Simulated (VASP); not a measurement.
# AlN (Cm) in VASP: notebook

Runs on AlN. Level: r2SCAN. Tasks: single point.

Program: VASP 6.6.1. These are calculated values, not measurements. Logs are shortened: lines on timing, memory, paths and dates and some standing lists are left out, and cuts for length are marked.

### Step 1. The cell of the first run

Symmetry: Cm, No. 8, monoclinic system. The conventional cell has a = 5.350 Å, b = 3.089 Å, c = 15.157 Å, α = 90.00°, β = 93.37°, γ = 90.00°. Within 2.5 Å of Al (site symmetry m) lie 4 N at 1.89 to 2.09 Å. Within 2.5 Å of Al (site symmetry m) lie 4 N at 1.89 Å. Within 2.5 Å of Al (site symmetry m) lie 4 N at 1.89 Å. Within 2.5 Å of Al (site symmetry m) lie 4 N at 1.89 Å. Within 2.5 Å of Al (site symmetry m) lie 4 N at 1.89 Å. Within 2.5 Å of Al (site symmetry m) lie 4 N at 1.89 Å. N (site symmetry m) has 4 Al at 1.89 Å within 2.5 Å. N (site symmetry m) has 4 Al at 1.89 Å within 2.5 Å.

### Step 2. Single point, r2SCAN

File POSCAR:

```
AlN
1.0
    2.1839935596     -2.1839935596      0.0000000000
    2.1839935596      0.0000000000     -2.1839935596
    9.4641176912      8.3719025120      8.3719025120
Al N
6 6
Direct
    0.6562534733      0.6562534733      0.0624666667
   -0.1493298600     -0.1493298600      0.8958000000
    0.2951368067      0.2951368067      0.2291333333
    0.5729034733      0.5729034733      0.5624666667
   -0.0659798600     -0.0659798600      0.3958000000
    0.2117868067      0.2117868067      0.7291333333
    0.5937409733      0.5937409733      0.4374666667
    0.9548576400      0.9548576400      0.2708000000
    0.2326243067      0.2326243067      0.6041333333
    0.5103909733      0.5103909733      0.9374666667
   -0.1284923600     -0.1284923600      0.7708000000
    0.3159743067      0.3159743067      0.1041333333
```

File INCAR.step1:

```
SYSTEM = AlN
  PREC = Accurate
  ENCUT = 520
  ISMEAR = 0
  SIGMA = 0.05
  LREAL = .False.
  LASPH = .True.
  NELM = 80
  NBANDS = 36
  GGA = PE
  ALGO = Normal
  EDIFF = 1E-4
  LWAVE = .True.
  LCHARG = .False.
```

File INCAR.step2:

```
SYSTEM = AlN
  PREC = Accurate
  ENCUT = 520
  EDIFF = 1E-7
  ISMEAR = 0
  SIGMA = 0.05
  LREAL = .False.
  LASPH = .True.
  NELM = 80
  ALGO = Normal
  ISIF = 2
  LWAVE = .False.
  LCHARG = .False.
  METAGGA = R2SCAN
  LMIXTAU = .True.
  NBANDS = 36
  ISTART = 1
```

File KPOINTS:

```
Automatic mesh
0
Gamma
  8 8 2
  0 0 0
```

Potentials or basis: VASP PAW PBE potentials, release 64 (Al, N).

On the command line:

```bash
cat potpaw_PBE.64/Al/POTCAR potpaw_PBE.64/N/POTCAR > POTCAR
cp INCAR.step1 INCAR
mpirun -np 1 vasp_std > vasp.out
cp INCAR.step2 INCAR
mpirun -np 1 vasp_std > vasp.out
```

OUTCAR:

```text
SYSTEM = AlN
   PREC = Accurate
   ENCUT = 520
   EDIFF = 1E-7
   ISMEAR = 0
   LREAL = .False.
   LASPH = .True.
   NELM = 80
   ISIF = 2
   METAGGA = R2SCAN
   ISTART = 1

 ion  position               nearest neighbor table
   1  0.656  0.656  0.062-  12 1.89  12 1.89  12 1.89  10 2.09   2 2.67   3 3.09   3 3.09   3 3.09

   2  0.851  0.851  0.896-  11 1.89  10 1.89  10 1.89  10 1.89   1 2.67   6 3.09   6 3.09   6 3.09

   3  0.295  0.295  0.229-  12 1.89   8 1.89   8 1.89   8 1.89   1 3.09   1 3.09   1 3.09   5 3.09
                             5 3.09   5 3.09
   4  0.573  0.573  0.562-   9 1.89   9 1.89   9 1.89   7 1.89   6 3.09   6 3.09   6 3.09   5 3.09
                             5 3.09   5 3.09
   5  0.934  0.934  0.396-   8 1.89   7 1.89   7 1.89   7 1.89   4 3.09   4 3.09   3 3.09   3 3.09
                             4 3.09   3 3.09
   6  0.212  0.212  0.729-   9 1.89  11 1.89  11 1.89  11 1.89   4 3.09   4 3.09   4 3.09   2 3.09
                             2 3.09   2 3.09
   7  0.594  0.594  0.437-   4 1.89   5 1.89   5 1.89   5 1.89
   8  0.955  0.955  0.271-   5 1.89   3 1.89   3 1.89   3 1.89
   9  0.233  0.233  0.604-   4 1.89   4 1.89   4 1.89   6 1.89
  10  0.510  0.510  0.937-   2 1.89   2 1.89   2 1.89   1 2.09
  11  0.872  0.872  0.771-   2 1.89   6 1.89   6 1.89   6 1.89
  12  0.316  0.316  0.104-   1 1.89   1 1.89   1 1.89   3 1.89

  LATTYP: Found a base centered monoclinic cell.
 ALAT       =     5.3496698225
 B/A-ratio  =     0.5773502692
 C/A-ratio  =     2.8333352943
 COS(beta)  =    -0.0588352534

  Lattice vectors:

 A1 = (  -2.1839935596,   2.1839935596,  -0.0000000000)
 A2 = (  -2.1839935596,   0.0000000000,   2.1839935596)
 A3 = (   9.4641176912,   8.3719025120,   8.3719025120)

Analysis of symmetry for initial positions (statically):
=====================================================================
 Subroutine PRICEL returns:
 Original cell was already a primitive cell.

 Routine SETGRP: Setting up the symmetry group for a
 base centered monoclinic supercell.

 Subroutine GETGRP returns: Found  2 space group operations
 (whereof  2 operations were pure point group operations)
 out of a pool of  4 trial point group operations.

The static configuration has the point symmetry C_1h.

Analysis of symmetry for dynamics (positions and initial velocities):
=====================================================================
 Subroutine PRICEL returns:
 Original cell was already a primitive cell.

 Routine SETGRP: Setting up the symmetry group for a
 base centered monoclinic supercell.

 Subroutine GETGRP returns: Found  2 space group operations
 (whereof  2 operations were pure point group operations)
 out of a pool of  4 trial point group operations.

The dynamic configuration has the point symmetry C_1h.

 Subroutine INISYM returns: Found  2 space group operations
 (whereof  2 operations are pure point group operations),
 and found     1 'primitive' translations

----------------------------------------------------------------------------------------

                                     Primitive cell

  volume of cell :     125.0073

  direct lattice vectors                    reciprocal lattice vectors
     2.183993560 -2.183993560  0.000000000     0.146264931 -0.311611877  0.146264931
     2.183993560  0.000000000 -2.183993560     0.146264931  0.146264931 -0.311611877
     9.464117691  8.371902512  8.371902512     0.038156401  0.038156401  0.038156401

  length of vectors
     3.088633312  3.088633312 15.157408321     0.374017141  0.374017141  0.066088825

  position of ions in fractional coordinates (direct lattice)
     0.656253473  0.656253473  0.062466667
     0.850670140  0.850670140  0.895800000
     0.295136807  0.295136807  0.229133333
     0.572903473  0.572903473  0.562466667
     0.934020140  0.934020140  0.395800000
     0.211786807  0.211786807  0.729133333
     0.593740973  0.593740973  0.437466667
     0.954857640  0.954857640  0.270800000
     0.232624307  0.232624307  0.604133333
     0.510390973  0.510390973  0.937466667
     0.871507640  0.871507640  0.770800000
     0.315974307  0.315974307  0.104133333

  ion indices of the primitive-cell ions
   primitive index   ion index
                 1           1
                 2           2
                 3           3
                 4           4
                 5           5
                 6           6
                 7           7
                 8           8
                 9           9
                10          10
                11          11
                12          12

----------------------------------------------------------------------------------------

 KPOINTS: Automatic mesh

Automatic generation of k-mesh.
 Grid dimensions read from file:
 generate k-points for:    8    8    2

 Generating k-lattice:

  Cartesian coordinates                     Fractional coordinates (reciprocal lattice)
     0.018283116 -0.038951485  0.018283116     0.125000000  0.000000000  0.000000000
     0.018283116  0.018283116 -0.038951485     0.000000000  0.125000000  0.000000000
     0.019078200  0.019078200  0.019078200     0.000000000  0.000000000  0.500000000

  Length of vectors
     0.046752143  0.046752143  0.033044412

  Shift w.r.t. Gamma in fractional coordinates (k-lattice)
     0.000000000  0.000000000  0.000000000

 Subroutine IBZKPT returns following result:
 ===========================================

 Found     42 irreducible k-points:

 Following reciprocal coordinates:
            Coordinates               Weight
  0.000000  0.000000  0.000000      1.000000
  0.125000  0.000000 -0.000000      4.000000
  0.250000  0.000000 -0.000000      4.000000
  0.375000  0.000000 -0.000000      4.000000
  0.500000  0.000000 -0.000000      2.000000
  0.125000  0.125000 -0.000000      2.000000
[... 16 lines left out ...]
  0.125000  0.000000  0.500000      4.000000
  0.250000  0.000000  0.500000      4.000000
 [... further k-points ...]
   k-points           NKPTS =     42   k-points in BZ     NKDIM =     42   number of bands    NBANDS=     36
   number of dos      NEDOS =    301   number of ions     NIONS =     12
   total plane-waves  NPLWV =  69120
   dimension x,y,z NGX =    24 NGY =   24 NGZ =  120
   dimension x,y,z NGXF=    48 NGYF=   48 NGZF=  240
   ions per type =               6   6
   NGX,Y,Z   is equivalent  to a cutoff of  12.92, 12.92, 13.16 a.u.
   NGXF,Y,Z  is equivalent  to a cutoff of  25.84, 25.84, 26.32 a.u.
 SYSTEM =  AlN
   PREC   = accura    normal or accurate (medium, high low for compatibility)
   ISTART =      1    job   : 0-new  1-cont  2-samecut
   ICHARG =      0    charge: 1-file 2-atom 10-const
   ISPIN  =      1    spin polarized calculation?
   LNONCOLLINEAR =      F non collinear calculations
   LSORBIT =      F    spin-orbit coupling
   LASPH  =      T    aspherical Exc in radial PAW
   ENCUT  =  520.0 eV  38.22 Ry    6.18 a.u.   5.74  5.74 28.18*2*pi/ulx,y,z
   NELM   =     80;   NELMIN=  2; NELMDL=  0     # of ELM steps
   EDIFF  = 0.1E-06   stopping-criterion for ELM
   LREAL  =      F    real-space projection
   EDIFFG = 0.1E-05   stopping-criterion for IOM
   NSW    =      0    number of steps for IOM
   IBRION =     -1    ionic relax: 0-MD 1-quasi-New 2-CG
   NFREE  =      0    steps in history (QN), initial steepest desc. (CG)
   ISIF   =      2    stress and relaxation
   ISYM   =      2    0-nonsym 1-usesym 2-fastsym
   POTIM  = 0.5000    time-step for ionic-motion
   TEBEG  =    0.0;   TEEND  =   0.0 temperature during run
   PSTRESS=    0.0 pullay stress
   NELECT =      48.0000    total number of electrons
   NUPDOWN=      -1.0000    fix difference up-down
   EMIN   =  10.00;   EMAX   =-10.00  energy-range for DOS
   EFERMI =   0.00;   METHOD = LEGACY
   ISMEAR =     0;   SIGMA  =   0.05  broadening in eV -4-tet -1-fermi 0-gaus
   EFERMI_NEDOS =   21; number of points for ismear=-14 and -15
   IALGO  =     38    algorithm
   IMIX   =      4    mixing-type and parameters
     AMIX     =   0.40;   BMIX     =  1.00
     AMIX_MAG =   1.60;   BMIX_MAG =  1.00
  volume/ion in A,a.u.               =      10.42        70.30
  Fermi-wavevector in a.u.,A,eV,Ry     =   1.189899  2.248583 19.263943  1.415860
  Thomas-Fermi vector in A             =   2.325996
   LORBIT       =      0    0 simple, 1 ext, 2 COOP (PROOUT), +10 PAW based schemes
   METAGGA = R2SCAN    functional components
   LHFCALC =     F    Hartree Fock is set to
   AEXX    =    0.0000 exact exchange contribution
   IVDW    =     0    specifies the selected vdW correction
   LEPSILON=     F    determine dielectric tensor
   LRPA    =     F    only Hartree local field effects (RPA)
 non-spin polarized calculation
 Gauss-broadening in eV      SIGMA  =   0.05
  energy-cutoff  :      520.00
  volume of cell :      125.01
 maximum number of plane-waves:      3394
   NGX = 11   NGY = 11   NGZ = 57

 number of electron      48.0000005 magnetization

 Free energy of the ion-electron system (eV)
  ---------------------------------------------------
  ext. energy  EPLUGINS =         0.00000000
  ---------------------------------------------------
  free energy    TOTEN  =      -114.03042463 eV

  energy without entropy =     -114.03042463  energy(sigma->0) =     -114.03042463

 E-fermi :   6.3828     XC(G=0): -11.4328

 val. band max:        6.1303029851   @ k =   0.0000   0.0000   0.0000
 cond. band min:       9.5365191036   @ k =   0.5000   0.0000  -0.0000
 fundamental gap:      3.4062161185
 Fermi energy:         6.3828325678

 k-point     1 :       0.0000    0.0000    0.0000
  band No.  band energies     occupation
      1     -10.0348      2.00000
      2      -9.6429      2.00000
      3      -9.5845      2.00000
      4      -8.6584      2.00000
      5      -8.5997      2.00000
      6      -7.9674      2.00000
[... 28 lines left out ...]
     35      17.7536      0.00000
     36      17.8079      0.00000

 k-point     2 :       0.1250    0.0000   -0.0000
  band No.  band energies     occupation
      1      -9.8328      2.00000
      2      -9.4577      2.00000
      3      -9.3869      2.00000
      4      -8.5144      2.00000
      5      -8.4353      2.00000
      6      -7.8470      2.00000
[... 28 lines left out ...]
     35      17.7553      0.00000
     36      18.1585      0.00000

 k-point     3 :       0.2500    0.0000   -0.0000
  band No.  band energies     occupation
      1      -9.2740      2.00000
      2      -8.9552      2.00000
      3      -8.8426      2.00000
      4      -8.1465      2.00000
      5      -8.0066      2.00000
      6      -7.5550      2.00000
[... 28 lines left out ...]
     35      16.9919      0.00000
     36      17.6142      0.00000
[... 742 lines left out ...]
 k-point    23 :       0.1250    0.0000    0.5000
  band No.  band energies     occupation
      1      -9.7777      2.00000
      2      -9.6657      2.00000
      3      -9.0186      2.00000
      4      -8.9492      2.00000
      5      -8.0837      2.00000
      6      -7.9798      2.00000
[... 28 lines left out ...]
     35      17.7168      0.00000
     36      18.1482      0.00000

 k-point    24 :       0.2500    0.0000    0.5000
  band No.  band energies     occupation
      1      -9.2334      2.00000
      2      -9.1072      2.00000
      3      -8.5799      2.00000
      4      -8.4464      2.00000
      5      -7.7729      2.00000
      6      -7.6404      2.00000
[... 28 lines left out ...]
     35      17.0836      0.00000
     36      17.5616      0.00000

 [... further k-points ...]

------------------------ aborting loop because EDIFF is reached ----------------------------------------

  FORCE on cell =-STRESS in cart. coord.  units (eV):
  Direction    XX          YY          ZZ          XY          YZ          ZX
  --------------------------------------------------------------------------------------
  -------------------------------------------------------------------------------------
  Total       -5.2594037      2.0007713      2.0007713      0.1706376      3.7460799      0.1706364
  in kB      -67.4080530     25.6432299     25.6432299      2.1870065     48.0122777      2.1869914
  external PRESSURE =      -5.3738644 kB  Pullay stress =       0.0000000 kB

 VOLUME and BASIS-vectors are now :
 -----------------------------------------------------------------------------
  energy-cutoff  :      520.00
  volume of cell :      125.01
      direct lattice vectors                 reciprocal lattice vectors
     2.183993560 -2.183993560  0.000000000     0.146264931 -0.311611877  0.146264931
     2.183993560  0.000000000 -2.183993560     0.146264931  0.146264931 -0.311611877
     9.464117691  8.371902512  8.371902512     0.038156401  0.038156401  0.038156401

 POSITION                                       TOTAL-FORCE (eV/Angst)
 -----------------------------------------------------------------------------------
      3.45770     -0.91029     -0.91029        -1.258853      0.568129      0.568129
     12.19367      5.64169      5.64169        -0.238103     -0.662245     -0.662245
      3.45770      1.27371      1.27371         0.021741      0.113939      0.113939
      7.82569      3.45770      3.45770         0.028128      0.028685      0.028685
      7.82569      1.27371      1.27371         0.024875      0.029834      0.029834
      7.82569      5.64169      5.64169         0.021443      0.035289      0.035289
      6.73369      2.36570      2.36570        -0.027778     -0.025956     -0.025956
      6.73369      0.18171      0.18171        -0.040495     -0.013882     -0.013882
      6.73369      4.54970      4.54970        -0.022445     -0.029419     -0.029419
     11.10168      6.73369      6.73369         1.647705     -0.508862     -0.508862
     11.10168      4.54970      4.54970         0.011026     -0.064184     -0.064184
      2.36570      0.18171      0.18171        -0.167245      0.528671      0.528671
 -----------------------------------------------------------------------------------
    total drift:                                0.035624      0.033571      0.033571

  FREE ENERGIE OF THE ION-ELECTRON SYSTEM (eV)
  ---------------------------------------------------
  free  energy   TOTEN  =      -114.0304246346 eV

  energy  without entropy=     -114.0304246346  energy(sigma->0) =     -114.03042463
```

Wall time 23 min (1 thread of Oxide Virtual Turin-like, shared host); peak memory 0.31 GiB.

Results:

| Quantity | Value |
| --- | --- |
| Free energy | -114.0304 eV |
| Pressure | -0.5 GPa |
| Largest force | 1.798 eV/Å |
| Band gap on the k mesh | 3.41 eV (least direct gap 3.66 eV) |

Forces on the atoms (eV/Å):
```
Al  -1.259  0.568  0.568
Al  -0.238 -0.662 -0.662
Al   0.022  0.114  0.114
Al   0.028  0.029  0.029
Al   0.025  0.030  0.030
Al   0.021  0.035  0.035
N   -0.028 -0.026 -0.026
N   -0.040 -0.014 -0.014
N   -0.022 -0.029 -0.029
N    1.648 -0.509 -0.509
N    0.011 -0.064 -0.064
N   -0.167  0.529  0.529
```

Caveat: the PAW data sets were made with another functional, which shifts forces and pressure a little. A k mesh can miss the band edges.

### Step 3. Single point, r2SCAN

File POSCAR:

```
AlN
1.0
    2.1839935596     -2.1839935596      0.0000000000
    2.1839935596      0.0000000000     -2.1839935596
   10.9199677980      7.6439774586      7.6439774586
Al N
6 6
Direct
    0.6354333333      0.6354333333      0.0624666667
   -0.4479000000     -0.4479000000      0.8958000000
    0.2187666667      0.2187666667      0.2291333333
    0.3854333333      0.3854333333      0.5624666667
   -0.1979000000     -0.1979000000      0.3958000000
   -0.0312333333     -0.0312333333      0.7291333333
    0.4479333333      0.4479333333      0.4374666667
    0.8646000000      0.8646000000      0.2708000000
    0.0312666667      0.0312666667      0.6041333333
    0.1979333333      0.1979333333      0.9374666667
   -0.3854000000     -0.3854000000      0.7708000000
    0.2812666667      0.2812666667      0.1041333333
```

File INCAR.step1:

```
SYSTEM = AlN
PREC = Accurate
ENCUT = 520
ISMEAR = 0
SIGMA = 0.05
LREAL = .False.
LASPH = .True.
NELM = 80
NBANDS = 36
GGA = PE
ALGO = Normal
EDIFF = 1E-4
LWAVE = .True.
LCHARG = .False.
```

File INCAR.step2:

```
SYSTEM = AlN
PREC = Accurate
ENCUT = 520
EDIFF = 1E-7
ISMEAR = 0
SIGMA = 0.05
LREAL = .False.
LASPH = .True.
NELM = 80
ALGO = Normal
ISIF = 2
LWAVE = .False.
LCHARG = .True.
METAGGA = R2SCAN
LMIXTAU = .True.
LELF = .True.
LVHAR = .True.
NBANDS = 36
ISTART = 1
```

KPOINTS is that of step 2.

Potentials or basis: VASP PAW PBE potentials, release 64 (Al, N).

On the command line:

```bash
cat potpaw_PBE.64/Al/POTCAR potpaw_PBE.64/N/POTCAR > POTCAR
cp INCAR.step1 INCAR
mpirun -np 1 vasp_std > vasp.out
cp INCAR.step2 INCAR
mpirun -np 1 vasp_std > vasp.out
```

Run time: 23 min. Hardware: 1 thread of Oxide Virtual Turin-like, shared host; peak memory 0.31 GiB.

Results (log left out):

| Quantity | Value |
| --- | --- |
| Free energy | -113.6384 eV |
| Pressure | -1.4 GPa |
| Largest force | 0.937 eV/Å |
| Band gap on the k mesh | 3.60 eV (least direct gap 4.04 eV) |

Forces on the atoms (eV/Å):
```
Al   0.093 -0.250 -0.250
Al  -0.834 -0.302 -0.302
Al   0.172  0.057  0.057
Al   0.035  0.034  0.034
Al   0.035  0.034  0.034
Al   0.044  0.035  0.035
N   -0.031 -0.033 -0.033
N   -0.028 -0.030 -0.030
N   -0.034 -0.032 -0.032
N   -0.342  0.534  0.534
N   -0.037 -0.058 -0.058
N    0.926  0.011  0.011
```

Stress tensor (GPa, compression positive):
```
 4.67  1.81  1.81
 1.81 -4.43  2.57
 1.81  2.57 -4.43
```

Levels at points of the mesh, in eV from the valence-band top:
| k point | band 20 | band 21 | band 22 | band 23 | band 24 | band 25 | band 26 | band 27 | band 28 | band 29 |
| --- | --- | --- | --- | --- | --- | --- | --- | --- | --- | --- |
| (0.00, 0.00, 0.00) | -0.45 | -0.43 | -0.34 | -0.31 | 0.00 | 4.16 | 5.55 | 5.99 | 7.24 | 7.42 |
| (0.50, 0.00, 0.00) | -1.50 | -1.31 | -1.14 | -0.89 | -0.32 | 3.76 | 4.54 | 5.08 | 6.53 | 7.02 |
| (0.50, 0.50, 0.00) | -1.30 | -1.23 | -1.16 | -0.85 | -0.58 | 3.96 | 4.05 | 5.27 | 6.43 | 6.77 |
| (0.00, 0.00, 0.50) | -0.50 | -0.48 | -0.36 | -0.33 | -0.22 | 4.41 | 5.04 | 6.52 | 6.83 | 7.63 |
| (0.50, 0.00, 0.50) | -1.45 | -1.18 | -1.06 | -0.88 | -0.35 | 3.86 | 4.21 | 5.50 | 6.13 | 7.48 |
| (0.50, 0.50, 0.50) | -1.59 | -1.57 | -1.03 | -0.91 | -0.44 | 3.60 | 4.66 | 5.14 | 5.87 | 7.70 |

Caveat: the PAW data sets were made with another functional, which shifts forces and pressure a little.
